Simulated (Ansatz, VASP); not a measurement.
One calculation of Cs, two programs

File INCAR:

```
PREC = Accurate ; ENCUT = 520
EDIFF = 1E-6 ; ISMEAR = 0
SIGMA = 0.15 ; LREAL = False
LASPH = True ; NELM = 100
ALGO = Normal ; ISIF = 2
LWAVE = False ; LCHARG = False
GGA = PE ; NBANDS = 10
```

File KPOINTS:

```
Automatic mesh
0
Gamma
  12 12 12
```

POSCAR

```
Cs
1.0
   -2.7807000000      2.7807000000      2.7807000000
    2.7807000000     -2.7807000000      2.7807000000
    2.7807000000      2.7807000000     -2.7807000000
Cs
1
Direct
    0.0000000000      0.0000000000      0.0000000000
```

Input for Ansatz:

```yaml
crystal:
  lattice:
    - [-2.7807, 2.7807, 2.7807]
    - [2.7807, -2.7807, 2.7807]
    - [2.7807, 2.7807, -2.7807]
  atoms:
    - { symbol: Cs, position: [0.0, 0.0, 0.0] }
basis:
  ecutwfc: 420
kpoints:
  mp_grid: { grid: [12, 12, 12] }
hamiltonian:
  xc: pbe
scf:
  occupations: { method: gaussian, width: 0.15 }
output:
  forces: true
  stress: true
  eigenvalues: true
```

Change from the starting cell: strain -0.080 along x and y, -0.080 along z, atoms carried along.

Alike in both runs: task single point; functional PBE; k mesh 12 × 12 × 12; occupations gaussian, width 0.15 eV; no spin polarisation.

|  | VASP | Ansatz |
| --- | --- | --- |
| version | VASP 6.6.1 | Ansatz 0.2.0 |
| potentials or method | VASP PAW PBE potentials, release 64 (Cs_sv), cutoff 520 eV | scalar-relativistic, plane waves, PAW |
| valence electrons in the cell | 9 | 9 |

```csv
,VASP,Ansatz,Ansatz less VASP
gap on the k mesh at the Fermi level (eV),none,none,-
pressure (GPa),1.0,1.0,+0.01
```

A gap of «none» marks a metal or a gap that the smearing closes.

Spin-orbit coupling is off throughout.
